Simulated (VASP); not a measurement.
Crystal: AgCl.

```
Ag Cl
1.0
     3.39559    0.00000    0.00000
     0.00000    3.39559    0.00000
     0.00000    0.00000    3.39559
Ag Cl
1 1
Cartesian
  0.0000 0.0000 0.0000
  1.6978 1.6978 1.6978
```

Program: VASP 6.6.1. Alike in all runs: task single point; potentials or basis VASP PAW PBE potentials, release 64 (Ag, Cl); no spin polarisation; cell as given; k mesh 4 × 4 × 4; cutoff (eV) 520; smearing gaussian 0.01 eV.

Order these runs on this cell by their band gap on the k mesh, lowest first.
A. level PBE-based screened hybrid with 30 % exact exchange; share of exact exchange 0.3; screening parameter 0.3 1/Å
B. level PBE0; share of exact exchange 0.25
C. level PBE-based screened hybrid with 35 % exact exchange; share of exact exchange 0.35; screening parameter 0.3 1/Å

A (2.03 eV), C (2.29 eV), B (2.75 eV).

Caveats: all runs use coarse meshes.

A k mesh can miss the band edges.
